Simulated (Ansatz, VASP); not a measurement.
# One calculation of Zn, two programs

```
Zn
1.0
    -1.56904    1.56904    1.56904
     1.56904   -1.56904    1.56904
     1.56904    1.56904   -1.56904
Zn
1
Direct
  0.00000 0.00000 0.00000
```

Alike in both runs: task relaxation of cell and atoms; functional PBE; k mesh 24 × 24 × 24; occupations gaussian, width 0.1 eV; no spin polarisation.

```csv
,VASP,Ansatz
version,VASP 6.6.1,Ansatz 0.2.0
potentials or method,"VASP PAW PBE potentials, release 64 (Zn), cutoff 600 eV","scalar-relativistic, plane waves, PAW"
valence electrons in the cell,12,12
```

|  | VASP | Ansatz | Ansatz less VASP |
| --- | --- | --- | --- |
| gap on the k mesh at the Fermi level, each at its own relaxed structure (eV) | none | none | - |
| relaxed volume (Å³/atom) | 15.41 | 15.36 | -0.046 |
| relaxed cell length with the largest relative difference (Å) | 2.715 | 2.713 | -0.0027 |

A gap of «none» marks a metal or a gap that the smearing closes.
